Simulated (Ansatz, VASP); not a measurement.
**One calculation of TiO2, two programs**

```
Ti O
1.0
     2.67116   -2.67125   -0.02017
     2.67116    2.67125   -0.02017
    -2.63534    0.00000    4.81205
Ti O
2 4
Direct
  0.11339 0.87592 0.24242
  0.86344 0.12587 0.74242
  0.32070 0.08315 0.65696
  0.65614 0.91865 0.32787
  0.97566 0.66323 0.87336
  0.07067 0.33318 0.15696
```

Change from the starting cell: atom 5 moved 0.30 Å.

Alike in both runs: task single point; functional r2SCAN; k mesh 6 × 6 × 6; occupations gaussian, width 0.05 eV; no spin polarisation.

|  | VASP | Ansatz |
| --- | --- | --- |
| version | VASP 6.6.1 | Ansatz 0.2.0 |
| potentials or method | VASP PAW PBE potentials, release 64 (Ti_sv, O), cutoff 520 eV | scalar-relativistic, plane waves, PAW |
| valence electrons in the cell | 48 | 48 |

|  | VASP | Ansatz | Ansatz less VASP |
| --- | --- | --- | --- |
| gap on the k mesh at the Fermi level (eV) | 2.61 | 2.58 | -0.026 |
| least direct gap on the mesh (eV) | 2.79 | 2.76 | -0.028 |
| pressure (GPa) | 7.1 | 5.8 | -1.28 |
| traceless stress, the component that is largest in VASP (GPa) | 8.83 | 8.67 | -0.163 |
| rms of the force components (eV/Å) | 1.294 | 1.258 | -0.0368 |

VASP's potentials were made for PBE, not for r2SCAN. Atom by atom the forces differ by 0.049 eV/Å (rms over components).
